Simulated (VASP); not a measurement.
Here is a VASP 6.6.1 calculation.

File INCAR:

```
PREC = Accurate ; ENCUT = 520
EDIFF = 1E-7 ; ISMEAR = 0
SIGMA = 0.15 ; LREAL = F
LASPH = T ; NELM = 80
ALGO = Fast ; ISIF = 2
LWAVE = F ; LCHARG = F
GGA = PE ; NBANDS = 7
```

KPOINTS

```
Automatic mesh
0
Gamma
  18 18 16
```

POSCAR

```
Mg
1.0
    2.8062758165      0.0000000000      0.0000000000
   -1.4031379083      2.4303061471      0.0000000000
    0.0000000000      0.0000000000      3.2884245756
Mg
1
Direct
    0.0000000000      0.0000000000      0.0000000000
```

Potentials or basis: VASP PAW PBE potentials, release 64 (Mg).

Launch:

```sh
$ cat potpaw_PBE.64/Mg/POTCAR > POTCAR
$ mpirun -np 1 vasp_std > vasp.out
```

Problem. Estimate the band gap on the k mesh.

Solution. Zero (bands 1 and 2 overlap by 5.56 eV).

Problem. What does it give for the pressure?

Solution. 8.3 GPa.

Stress tensor (GPa, compression positive):
```
13.77  0.00  0.00
 0.00 13.77  0.00
 0.00  0.00 -2.57
```

Caveat: the cell differs from its parent crystal (strain -0.080 along x and y, +0.080 along z); the cell stands under pressure.
